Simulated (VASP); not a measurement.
Set up this calculation in VASP 6.6.1, as the native input.

```
Task                   : relaxation of cell and atoms
Functional             : r2SCAN
Potentials or basis    : VASP PAW PBE potentials, release 64 (Mo_sv)
Cutoff                 : 600 eV
k mesh                 : 6 × 6 × 6
Occupations            : fermi-dirac, width 0.1 eV
Spin                   : no spin polarisation
Dipole correction      : no
Further INCAR settings : ALGO = Normal; EDIFF = 1e-06; IBRION = 2; EDIFFG = -0.01; NSW = 80; ISIF = 3
```

The system is Mo.

```
Mo
1.0
     0.00000    2.72500    2.72500
     2.72500    0.00000    2.72500
     2.72500    2.72500    0.00000
Mo
2
Direct
  0.00000 0.00000 0.00000
  0.25000 0.25000 0.25000
```

These files were run (other wordings do the same):

POSCAR

```
Mo
1.0
    0.0000000000      2.7250000000      2.7250000000
    2.7250000000      0.0000000000      2.7250000000
    2.7250000000      2.7250000000      0.0000000000
Mo
2
Direct
    0.0000000000      0.0000000000      0.0000000000
    0.2500000000      0.2500000000      0.2500000000
```

INCAR.step1

```
SYSTEM = Mo
  PREC = Accurate
  ENCUT = 600
  ISMEAR = -1
  SIGMA = 0.1
  LREAL = .False.
  LASPH = .True.
  NELM = 60
  GGA = PE
  ALGO = Normal
  EDIFF = 1E-4
  LWAVE = .True.
  LCHARG = .False.
```

INCAR.step2

```
SYSTEM = Mo
  PREC = Accurate
  ENCUT = 600
  EDIFF = 1E-6
  ISMEAR = -1
  SIGMA = 0.1
  LREAL = .False.
  LASPH = .True.
  NELM = 60
  ALGO = Normal
  ISIF = 3
  LWAVE = .False.
  LCHARG = .False.
  METAGGA = R2SCAN
  LMIXTAU = .True.
  IBRION = 2
  NSW = 80
  EDIFFG = -0.01
  ISTART = 1
```

KPOINTS

```
Automatic mesh
0
Gamma
  6 6 6
  0 0 0
```

Potentials or basis: VASP PAW PBE potentials, release 64 (Mo_sv).

Run with:

```sh
$ cat potpaw_PBE.64/Mo_sv/POTCAR > POTCAR
$ cp INCAR.step1 INCAR
$ mpirun -np 1 vasp_std > vasp.out
$ cp INCAR.step2 INCAR
$ mpirun -np 1 vasp_std > vasp.out
```

It gave:

```
Relaxed volume                         : 22.66 Å³/atom
Relaxed cell                           : a = 4.002 Å, b = 4.002 Å, c = 4.002 Å, α = 60.00°, β = 60.00°, γ = 60.00°
Space group after relaxing (to 0.05 Å) : Fd-3m (No. 227)
Energy gained by relaxing              : 110.5 meV/atom
Ionic steps                            : 17
Pressure after relaxing                : 0.0 GPa
Band gap on the k mesh                 : zero (band 14 reaches 7.19 eV, above the bottom of band 15 at 6.94 eV)
```

Caveat: the PAW data sets were made with another functional, which shifts forces and pressure a little.

Wall time 5.9 min on 1 thread of AMD EPYC 9R45 96-Core Processor (Zen 5) (shared host), peak memory 0.17 GiB.
